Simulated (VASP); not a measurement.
LaSb:

```xyz
2
Lattice="0.0000 3.2450 3.2450 3.2450 0.0000 3.2450 3.2450 3.2450 0.0000" Properties=species:S:1:pos:R:3 pbc="T T T"
La    0.0000    0.0000    0.0000
Sb    3.2450    3.2450    3.2450
```

* Program: VASP 6.6.1
* Task: relaxation of cell and atoms
* Functional: PBEsol
* Dispersion: D3(BJ)
* Potentials or basis: VASP PAW PBE potentials, release 64 (La, Sb)
* Cutoff: 600 eV
* k mesh: 9 × 9 × 9
* Occupations: methfessel-paxton, width 0.1 eV
* Spin: no spin polarisation

At the start: pressure -3.2 GPa; volume 34.17 Å³/atom.

How do energy, volume and symmetry change on relaxing?

Over 3 steps the energy falls by 21.1 meV/atom and the volume is 32.21 Å³/atom (-5.7 %); space group Fm-3m (No. 225, to 0.1 Å) before and after.

The path:
```tsv
step	energy change (eV)	largest force (eV/Å)	pressure (GPa)	volume (Å³)
1	0.0000	0.0000	-3.25	68.34
2	-0.0187	0.0000	2.92	61.72
3	-0.0421	0.0000	0.00	64.42
```

Final structure:
```
La Sb
1.0
     0.00000    3.18165    3.18165
     3.18165    0.00000    3.18165
     3.18165    3.18165    0.00000
La Sb
1 1
Direct
  0.00000 0.00000 0.00000
  0.50000 0.50000 0.50000
```

Caveat: the PAW data sets were made with another functional, which shifts forces and pressure a little.
